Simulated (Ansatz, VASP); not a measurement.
Pt in VASP and in Ansatz

The input INCAR:

```
  PREC = Accurate
  ENCUT = 520
  EDIFF = 1E-6
  ISMEAR = 0
  SIGMA = 0.15
  LREAL = False
  LASPH = True
  NELM = 80
  ALGO = Fast
  ISIF = 2
  LWAVE = False
  LCHARG = True
  GGA = PE
  LELF = True
  LVHAR = True
  NBANDS = 17
```

KPOINTS

```
regular mesh
0
Gamma
  18 18 10
```

File POSCAR:

```
Pt
1.0
    2.7585396147      0.0000000000      0.0000000000
   -1.3792698074      2.3889653837      0.0000000000
    0.0000000000      0.0000000000      4.8412000000
Pt
2
Direct
    0.6666666667      0.3333333333      0.7500000000
    0.3333333333      0.6666666667      0.2500000000
```

Input for Ansatz:

```yaml
crystal:
  lattice:
    - [2.7585396147, 0.0, 0.0]
    - [-1.3792698074, 2.3889653837, 0.0]
    - [0.0, 0.0, 4.8412]
  atoms:
    - { symbol: Pt, position: [0.6666666667, 0.3333333333, 0.75] }
    - { symbol: Pt, position: [0.3333333333, 0.6666666667, 0.25] }
basis:
  ecutwfc: 420
kpoints:
  mp_grid: { grid: [18, 18, 10] }
hamiltonian:
  xc: pbe
scf:
  occupations: { method: gaussian, width: 0.15 }
output:
  forces: true
  stress: true
  eigenvalues: true
```

Alike in both runs: task single point; functional PBE; k mesh 18 × 18 × 10; occupations gaussian, width 0.15 eV; no spin polarisation.

```csv
,VASP,Ansatz
version,VASP 6.6.1,Ansatz 0.2.0
potentials or method,"VASP PAW PBE potentials, release 64 (Pt), cutoff 520 eV","scalar-relativistic, plane waves, PAW"
valence electrons in the cell,20,36
```

|  | VASP | Ansatz | Ansatz less VASP |
| --- | --- | --- | --- |
| gap on the k mesh at the Fermi level (eV) | none | none | - |
| pressure (GPa) | -2.9 | -2.5 | +0.43 |
| traceless stress, the component that is largest in VASP (GPa) | -1.62 | -1.56 | +0.064 |

A gap of «none» marks a metal or a gap that the smearing closes. VASP's potentials hold 20 valence electrons a cell and Ansatz's 36, so a difference there can come from the potentials and not from the codes.

Spin-orbit coupling is off throughout.
